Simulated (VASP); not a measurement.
# Mn: single point with PBE

Mn:

```
Mn
1.0
    -2.20015    2.20015    1.23324
     2.20015   -2.20015    1.23324
     2.20015    2.20015   -1.23324
Mn
2
Direct
  0.75000 0.25000 0.50000
  0.00000 0.00000 0.00000
```

```yaml
Program: VASP 6.6.1
Task: single point
Functional: PBE
Potentials_or_basis: VASP PAW PBE potentials, release 64 (Mn_pv)
Cutoff: 520 eV
k_mesh: 7 × 1 × 6
Occupations: fermi-dirac, width 0.1 eV
Spin: collinear spin, ferromagnetic start
Starting_moments: "[1.28, 1.28] μB"
```

| Quantity | Value |
| --- | --- |
| Largest force | 0.528 eV/Å |
| Net moment | 2.27 μB per cell |
| Site moments | Mn +1.11 μB |
| Valence electrons inside the program's atomic spheres | Mn 11.75 |

Forces on the atoms (eV/Å):
```
Mn   0.383  0.363  0.034
Mn  -0.383 -0.363 -0.034
```

Levels at points of the mesh, in eV from the Fermi level:
Spin up:
```tsv
k point	band 11	band 12	band 13	band 14	band 15	band 16	band 17	band 18
(0.00, 0.00, 0.00)	-2.01	-0.33	-0.27	-0.24	-0.18	1.15	2.06	7.55
(0.00, 0.00, 0.50)	-1.86	-1.82	-0.40	-0.34	0.38	0.44	0.92	0.93
```
Spin down:
| k point | band 8 | band 9 | band 10 | band 11 | band 12 | band 13 | band 14 | band 15 | band 16 | band 17 |
| --- | --- | --- | --- | --- | --- | --- | --- | --- | --- | --- |
| (0.00, 0.00, 0.00) | -3.92 | -2.61 | -1.87 | -1.31 | 1.16 | 1.17 | 1.21 | 1.24 | 2.33 | 2.82 |
| (0.00, 0.00, 0.50) | -4.01 | -1.82 | -1.74 | -1.08 | -1.05 | 0.67 | 0.83 | 1.81 | 1.83 | 2.03 |

Wall time 50 s on 1 thread of Intel Xeon 6975P-C (shared host), peak memory 0.18 GiB.

Caveat: the k points lie up to 2.92 Å⁻¹ apart; the cell carries a net charge on a neutralising background, which shifts energy and pressure; the cell is charged against a uniform background, so pressure and absolute levels hang on convention.
